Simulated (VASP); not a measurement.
# SnSe (Fm-3m) in VASP: a series of runs

SnSe is run at these levels: PBE; tasks: single point.

All numbers are computed with VASP 6.6.1; they aren't measurements. Logs are shortened: lines on timing, memory, paths and dates and some standing lists are left out, and cuts for length are marked.

## Step 1: The cell of the first run

It takes space group Fm-3m (No. 225, cubic). Conventional cell: a = 6.020 Å, b = 6.020 Å, c = 6.020 Å, α = 90.00°, β = 90.00°, γ = 90.00°. Within 4.0 Å of Sn (site symmetry m-3m) lie 6 Se at 3.01 Å. Se (site symmetry m-3m) has 6 Sn at 3.01 Å within 4.0 Å.

## Step 2: Single point, PBE

INCAR

```
SYSTEM = SnSe
  ALGO = Normal
  EDIFF = 1E-6
  ENCUT = 520
  GGA = PE
  ISIF = 2
  ISMEAR = -1
  LASPH = .TRUE.
  LCHARG = .TRUE.
  LELF = .TRUE.
  LREAL = .FALSE.
  LVHAR = .TRUE.
  LWAVE = .FALSE.
  NBANDS = 17
  NELM = 100
  PREC = Accurate
  SIGMA = 0.28
```

KPOINTS

```
k-points
0
G
  9 9 9
  0 0 0
```

POSCAR

```
SnSe
1.0
    0.0000000000      3.0100000000      3.0100000000
    3.0100000000      0.0000000000      3.0100000000
    3.0100000000      3.0100000000      0.0000000000
Sn Se
1 1
Direct
    0.0000000000      0.0000000000      0.0000000000
    0.5000000000      0.5000000000      0.5000000000
```

Potentials or basis: VASP PAW PBE potentials, release 64 (Sn_d, Se).

Started as:

```bash
$ cat potpaw_PBE.64/Sn_d/POTCAR potpaw_PBE.64/Se/POTCAR > POTCAR
$ mpirun -np 1 vasp_std > vasp.out
```

OUTCAR:

```text
SYSTEM = SnSe
   EDIFF = 1E-6
   ENCUT = 520
   GGA = PE
   ISIF = 2
   ISMEAR = -1
   LASPH = .TRUE.
   LREAL = .FALSE.
   NELM = 100
   PREC = Accurate

 ion  position               nearest neighbor table
   1  0.000  0.000  0.000-   2 3.01   2 3.01   2 3.01   2 3.01   2 3.01   2 3.01
   2  0.500  0.500  0.500-   1 3.01   1 3.01   1 3.01   1 3.01   1 3.01   1 3.01

  LATTYP: Found a face centered cubic cell.
 ALAT       =     6.0200000000

  Lattice vectors:

 A1 = (   0.0000000000,   3.0100000000,   3.0100000000)
 A2 = (   3.0100000000,   0.0000000000,   3.0100000000)
 A3 = (   3.0100000000,   3.0100000000,   0.0000000000)

Analysis of symmetry for initial positions (statically):
=====================================================================
 Subroutine PRICEL returns:
 Original cell was already a primitive cell.

 Routine SETGRP: Setting up the symmetry group for a
 face centered cubic supercell.

 Subroutine GETGRP returns: Found 48 space group operations
 (whereof 48 operations were pure point group operations)
 out of a pool of 48 trial point group operations.

The static configuration has the point symmetry O_h .

Analysis of symmetry for dynamics (positions and initial velocities):
=====================================================================
 Subroutine PRICEL returns:
 Original cell was already a primitive cell.

 Routine SETGRP: Setting up the symmetry group for a
 face centered cubic supercell.

 Subroutine GETGRP returns: Found 48 space group operations
 (whereof 48 operations were pure point group operations)
 out of a pool of 48 trial point group operations.

The dynamic configuration has the point symmetry O_h .

 Subroutine INISYM returns: Found 48 space group operations
 (whereof 48 operations are pure point group operations),
 and found     1 'primitive' translations

----------------------------------------------------------------------------------------

                                     Primitive cell

  volume of cell :      54.5418

  direct lattice vectors                    reciprocal lattice vectors
     0.000000000  3.010000000  3.010000000    -0.166112957  0.166112957  0.166112957
     3.010000000  0.000000000  3.010000000     0.166112957 -0.166112957  0.166112957
     3.010000000  3.010000000  0.000000000     0.166112957  0.166112957 -0.166112957

  length of vectors
     4.256782823  4.256782823  4.256782823     0.287716081  0.287716081  0.287716081

[... 73 lines left out ...]
   ICHARG =      2    charge: 1-file 2-atom 10-const
   ISPIN  =      1    spin polarized calculation?
   LNONCOLLINEAR =      F non collinear calculations
   LSORBIT =      F    spin-orbit coupling
   LASPH  =      T    aspherical Exc in radial PAW
   ENCUT  =  520.0 eV  38.22 Ry    6.18 a.u.   7.91  7.91  7.91*2*pi/ulx,y,z
   NELM   =    100;   NELMIN=  2; NELMDL= -5     # of ELM steps
   EDIFF  = 0.1E-05   stopping-criterion for ELM
   LREAL  =      F    real-space projection
   EDIFFG = 0.1E-04   stopping-criterion for IOM
   NSW    =      0    number of steps for IOM
   IBRION =     -1    ionic relax: 0-MD 1-quasi-New 2-CG
   NFREE  =      0    steps in history (QN), initial steepest desc. (CG)
   ISIF   =      2    stress and relaxation
   ISYM   =      2    0-nonsym 1-usesym 2-fastsym
   POTIM  = 0.5000    time-step for ionic-motion
   TEBEG  =    0.0;   TEEND  =   0.0 temperature during run
   PSTRESS=    0.0 pullay stress
   NELECT =      20.0000    total number of electrons
   NUPDOWN=      -1.0000    fix difference up-down
   EMIN   =  10.00;   EMAX   =-10.00  energy-range for DOS
   EFERMI =   0.00;   METHOD = LEGACY
   ISMEAR =    -1;   SIGMA  =   0.28  broadening in eV -4-tet -1-fermi 0-gaus
   EFERMI_NEDOS =   21; number of points for ismear=-14 and -15
   IALGO  =     38    algorithm
   IMIX   =      4    mixing-type and parameters
     AMIX     =   0.40;   BMIX     =  1.00
     AMIX_MAG =   1.60;   BMIX_MAG =  1.00
  volume/ion in A,a.u.               =      27.27       184.03
  Fermi-wavevector in a.u.,A,eV,Ry     =   1.171768  2.214321 18.681350  1.373040
  Thomas-Fermi vector in A             =   2.308207
   LORBIT       =      0    0 simple, 1 ext, 2 COOP (PROOUT), +10 PAW based schemes
   GGA     = PE    functional components
   LHFCALC =     F    Hartree Fock is set to
   AEXX    =    0.0000 exact exchange contribution
   IVDW    =     0    specifies the selected vdW correction
   LEPSILON=     F    determine dielectric tensor
   LRPA    =     F    only Hartree local field effects (RPA)
 non-spin polarized calculation
  energy-cutoff  :      520.00
  volume of cell :       54.54
 maximum number of plane-waves:      1484
   NGX = 15   NGY = 15   NGZ = 15

 number of electron      20.0000005 magnetization

 Free energy of the ion-electron system (eV)
  ---------------------------------------------------
  ext. energy  EPLUGINS =         0.00000000
  ---------------------------------------------------
  free energy    TOTEN  =        -8.24857058 eV

  energy without entropy =       -8.13670995  energy(sigma->0) =       -8.19264027

 E-fermi :   5.8067     XC(G=0):  -9.6029

 val. band max:        5.5028572474   @ k =  -0.3333   0.1111   0.0000
 cond. band min:       6.1370365041   @ k =  -0.3333   0.1111   0.0000
 fundamental gap:      0.6341792567
 Fermi energy:         5.8066554924

 k-point     1 :       0.0000    0.0000    0.0000
  band No.  band energies     occupation
      1     -16.0146      2.00000
      2     -16.0146      2.00000
      3     -16.0146      2.00000
      4     -16.0127      2.00000
      5     -16.0127      2.00000
      6      -8.2929      2.00000
[... 457 lines left out ...]
      4     -15.9976      2.00000
      5     -15.9976      2.00000
      6      -7.1343      2.00000
[... 9 lines left out ...]
     16      17.2511      0.00000
     17      18.1895      0.00000

 [... further k-points ...]
[... 5 lines left out ...]
  --------------------------------------------------------------------------------------
  -------------------------------------------------------------------------------------
  Total        0.3071340      0.3071340      0.3071340     -0.0000000      0.0000000      0.0000000
  in kB        9.0221274      9.0221274      9.0221274     -0.0000000      0.0000000      0.0000000
  external PRESSURE =       9.0221274 kB  Pullay stress =       0.0000000 kB

 VOLUME and BASIS-vectors are now :
 -----------------------------------------------------------------------------
  energy-cutoff  :      520.00
  volume of cell :       54.54
      direct lattice vectors                 reciprocal lattice vectors
     0.000000000  3.010000000  3.010000000    -0.166112957  0.166112957  0.166112957
     3.010000000  0.000000000  3.010000000     0.166112957 -0.166112957  0.166112957
     3.010000000  3.010000000  0.000000000     0.166112957  0.166112957 -0.166112957

 POSITION                                       TOTAL-FORCE (eV/Angst)
 -----------------------------------------------------------------------------------
      0.00000      0.00000      0.00000        -0.000000      0.000000      0.000000
      3.01000      3.01000      3.01000         0.000000     -0.000000     -0.000000
 -----------------------------------------------------------------------------------
    total drift:                                0.000000     -0.000000     -0.000000

  FREE ENERGIE OF THE ION-ELECTRON SYSTEM (eV)
  ---------------------------------------------------
  free  energy   TOTEN  =        -8.2485705825 eV

  energy  without entropy=       -8.1367099504  energy(sigma->0) =       -8.19264027
```

OSZICAR:

```text
N       E                     dE             d eps       ncg     rms          rms(c)
DAV:   1     0.135623707810E+03    0.13562E+03   -0.98264E+03  1191   0.145E+03
DAV:   2     0.464111200095E+01   -0.13098E+03   -0.12655E+03  1247   0.345E+02
DAV:   3    -0.807573715739E+01   -0.12717E+02   -0.12591E+02  1461   0.954E+01
DAV:   4    -0.841661788559E+01   -0.34088E+00   -0.34047E+00  1427   0.163E+01
DAV:   5    -0.842589370416E+01   -0.92758E-02   -0.92753E-02  1663   0.266E+00    0.311E+00
DAV:   6    -0.824730442710E+01    0.17859E+00   -0.43943E-01  1722   0.385E+00    0.186E+00
DAV:   7    -0.824663876702E+01    0.66566E-03   -0.76050E-02  1427   0.124E+00    0.924E-01
DAV:   8    -0.824869192328E+01   -0.20532E-02   -0.82555E-03  1509   0.801E-01    0.114E-01
DAV:   9    -0.824849497237E+01    0.19695E-03   -0.14299E-03  1692   0.301E-01    0.501E-02
DAV:  10    -0.824856490514E+01   -0.69933E-04   -0.17507E-04  1414   0.743E-02    0.108E-02
DAV:  11    -0.824857021129E+01   -0.53061E-05   -0.13899E-05  1599   0.316E-02    0.259E-03
DAV:  12    -0.824857058255E+01   -0.37126E-06   -0.10454E-06  1114   0.119E-02
   1 F= -.82485706E+01 E0= -.81926403E+01  d E =-.111861E+00
```

stdout:

```text
POSCAR found type information on POSCAR SnSe
 POSCAR found :  2 types and       2 ions
 scaLAPACK will be used
 LDA part: xc-table for (Slater+PW92), standard interpolation
 POSCAR, INCAR and KPOINTS ok, starting setup
 FFT: planning ... GRIDC
 FFT: planning ... GRID_SOFT
 FFT: planning ... GRID
 WAVECAR not read
 entering main loop
```

It took 29 s on 1 thread of Intel Xeon Platinum 8488C (Sapphire Rapids), shared host; peak memory 0.19 GiB.

Results:

```
Free energy : -8.2486 eV
Pressure    : 0.9 GPa
```

Caveat: this odd mesh misses L, where the gap lies, so gap, dielectric constants and Born charges aren't listed; spin-orbit coupling is left out, which moves the levels of the heavy elements.

## Step 3: Single point, PBE

INCAR

```
  PREC = Accurate
  ENCUT = 520
  EDIFF = 1E-6
  ISMEAR = -1
  SIGMA = 0.15
  LREAL = F
  LASPH = T
  NELM = 60
  ALGO = Normal
  ISIF = 2
  LWAVE = F
  LCHARG = T
  GGA = PE
  LELF = T
  LVHAR = T
  NBANDS = 17
```

KPOINTS

```
Automatic mesh
0
Gamma
  9 9 9
```

POSCAR is that of step 2.

Potentials or basis: VASP PAW PBE potentials, release 64 (Sn_d, Se).

Started as:

```bash
$ cat potpaw_PBE.64/Sn_d/POTCAR potpaw_PBE.64/Se/POTCAR > POTCAR
$ mpirun -np 1 vasp_std > vasp.out
```

Wall time 28 s (1 thread of Intel Xeon Platinum 8488C (Sapphire Rapids), shared host); peak memory 0.19 GiB.

The run converged. Its results:

```
Free energy : -8.2181 eV
Pressure    : 1.0 GPa
```

Levels at points of the mesh, in eV from the Fermi level:
```csv
k point,band 6,band 7,band 8,band 9,band 10,band 11,band 12,band 13,band 14,band 15
"(0.00, 0.00, 0.00)",-14.11,-5.30,-2.43,-2.43,-2.43,4.08,4.08,4.08,5.63,5.63
```

Caveat: this odd mesh misses L, where the gap lies, so gap, dielectric constants and Born charges aren't listed; spin-orbit coupling is left out, which moves the levels of the heavy elements.
